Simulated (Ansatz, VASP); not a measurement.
**SrTiO3: VASP beside Ansatz**

File INCAR:

```
ALGO = Normal
EDIFF = 1E-6
ENCUT = 600
GGA = PE
GGA_COMPAT = False
ISIF = 2
ISMEAR = -1
ISPIN = 2
LASPH = True
LCHARG = False
LMAXMIX = 4
LORBIT = 11
LREAL = False
LWAVE = False
MAGMOM = 0 0 0 0 0
NBANDS = 32
NELM = 200
PREC = Accurate
SIGMA = 0.1
```

The input KPOINTS:

```
k-points
0
Gamma
  3 3 3
```

File POSCAR:

```
SrTiO3
1.0
    3.9050000000      0.0000000000      0.0000000000
    0.0000000000      3.9050000000      0.0000000000
    0.0000000000      0.0000000000      3.9050000000
Sr Ti O
1 1 3
Direct
    0.5000000000      0.5000000000      0.5000000000
    0.0000000000      0.0000000000      0.0000000000
    0.5000000000      0.0000000000      0.0000000000
    0.0000000000      0.5000000000      0.0000000000
    0.0000000000      0.0000000000      0.5000000000
```

Input for Ansatz:

```yaml
crystal:
  lattice:
    - [3.905, 0, 0]
    - [0, 3.905, 0]
    - [0, 0, 3.905]
  atoms:
    - { symbol: Sr, position: [0.5, 0.5, 0.5] }
    - { symbol: Ti, position: [0, 0, 0] }
    - { symbol: O, position: [0.5, 0, 0] }
    - { symbol: O, position: [0, 0.5, 0] }
    - { symbol: O, position: [0, 0, 0.5] }
kpoints:
  mp_grid: { grid: [3, 3, 3], shift: [0, 0, 0] }
hamiltonian:
  xc: pbe
  pseudopotentials: { kind: nc }
scf:
  occupations: { method: fermi_dirac }
  algorithm: direct_min
magnetization:
  spin_polarized: true
```

Alike in both runs: task single point; functional PBE; k mesh 3 × 3 × 3; collinear spin.

|  | VASP | Ansatz |
| --- | --- | --- |
| version | VASP 6.6.1 | Ansatz 0.2 development build |
| potentials or method | VASP PAW PBE potentials, release 64 (Sr_sv, Ti_sv, O) | scalar-relativistic |
| plane-wave cutoff (eV) | 600 | 1240 |
| occupations | fermi-dirac, width 0.1 eV | fermi-dirac |

```csv
,VASP,Ansatz,Ansatz less VASP
net moment per atom (μB),0.00,0.00,0.000
```

The k mesh is coarse, so the values compare programs but aren't converged.
